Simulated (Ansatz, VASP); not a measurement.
Al2Ru in VASP and in Ansatz

```xyz
3
Lattice="4.1849 0.0000 0.0000 -2.0924 3.6242 0.0000 0.0000 0.0000 2.7588" Properties=species:S:1:pos:R:3 pbc="T T T"
Ru    0.0000    0.0000    0.0000
Al    0.0000    2.4161    1.3794
Al    2.0924    1.2081    1.3794
```

Alike in both runs: functional PBEsol; k mesh 12 × 12 × 16; occupations gaussian, width 0.1 eV; no spin polarisation.

Ansatz relaxed the structure, and its values are those at the end. VASP's run is a single point on that final structure, the one shown.

|  | VASP | Ansatz |
| --- | --- | --- |
| version | VASP 6.6.1 | Ansatz 0.2.0 |
| potentials or method | VASP PAW PBE potentials, release 64 (Ru_pv, Al), cutoff 520 eV | scalar-relativistic, plane waves, PAW |
| valence electrons in the cell | 20 | 22 |

Ansatz gave:

| Item | Value |
| --- | --- |
| gap on the k mesh at the Fermi level (eV) | none |
| pressure (GPa) | 0.0 |

Estimate VASP's values.

gap on the k mesh at the Fermi level (eV): none; pressure (GPa): 0.1.

VASP's potentials were made for PBE, not for PBEsol. A gap of «none» marks a metal or a gap that the smearing closes. With one functional, cell and mesh, what is left measures potentials, basis and numerics. VASP's potentials hold 20 valence electrons a cell and Ansatz's 22, so a difference there can come from the potentials and not from the codes.
